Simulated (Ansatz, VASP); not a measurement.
**Pd: VASP beside Ansatz**

```xyz
1
Lattice="0.0000 1.9735 1.9735 1.9735 0.0000 1.9735 1.9735 1.9735 0.0000" Properties=species:S:1:pos:R:3 pbc="T T T"
Pd    0.0000    0.0000    0.0000
```

Alike in both runs: task single point; functional PBE; k mesh 14 × 14 × 14; occupations gaussian, width 0.1 eV; no spin polarisation.

|  | VASP | Ansatz |
| --- | --- | --- |
| version | VASP 6.6.1 | Ansatz 0.2.0 |
| potentials or method | VASP PAW PBE potentials, release 64 (Pd), cutoff 520 eV | plane waves (420 eV) with PAW, scalar-relativistic |
| valence electrons in the cell | 10 | 18 |

Ansatz gave:

| Item | Value |
| --- | --- |
| pressure (GPa) | -0.3 |

**Question.** What did VASP give for the same quantities?

**Answer.** Pressure (GPa): -0.6.

With one functional, cell and mesh, what is left measures potentials, basis and numerics. VASP's potentials hold 10 valence electrons a cell and Ansatz's 18, so a difference there can come from the potentials and not from the codes.
